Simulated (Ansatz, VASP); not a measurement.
## LiMgCl: VASP beside Ansatz

```xyz
6
Lattice="3.5067 0.0000 0.0000 -1.7533 3.0369 0.0000 0.0000 0.0000 5.7264" Properties=species:S:1:pos:R:3 pbc="T T T"
Li    0.0000    2.0246    5.3685
Li    1.7533    1.0123    2.5053
Mg    0.0000    0.0000    1.4316
Mg    0.0000    0.0000    4.2948
Cl    1.7533    1.0123    0.3579
Cl    0.0000    2.0246    3.2211
```

Alike in both runs: task single point; functional PBE; k mesh 6 × 6 × 4; occupations gaussian, width 0.1 eV; no spin polarisation.

|  | VASP | Ansatz |
| --- | --- | --- |
| version | VASP 6.6.1 | Ansatz 0.2.0 |
| potentials or method | VASP PAW PBE potentials, release 64 (Li_sv, Mg, Cl), cutoff 750 eV | scalar-relativistic, plane waves, PAW |
| valence electrons in the cell | 24 | 40 |

Ansatz gave:

- gap on the k mesh at the Fermi level (eV): none
- rms of the force components (eV/Å): 0.469

Problem. Estimate VASP's values.

Solution. gap on the k mesh at the Fermi level (eV): none; rms of the force components (eV/Å): 0.476.

Atom by atom the forces differ by 0.008 eV/Å (rms over components). A gap of «none» marks a metal or a gap that the smearing closes. The functional is the same, so the differences come from potentials, cutoffs and numerics. VASP's potentials hold 24 valence electrons a cell and Ansatz's 40, so a difference there can come from the potentials and not from the codes.
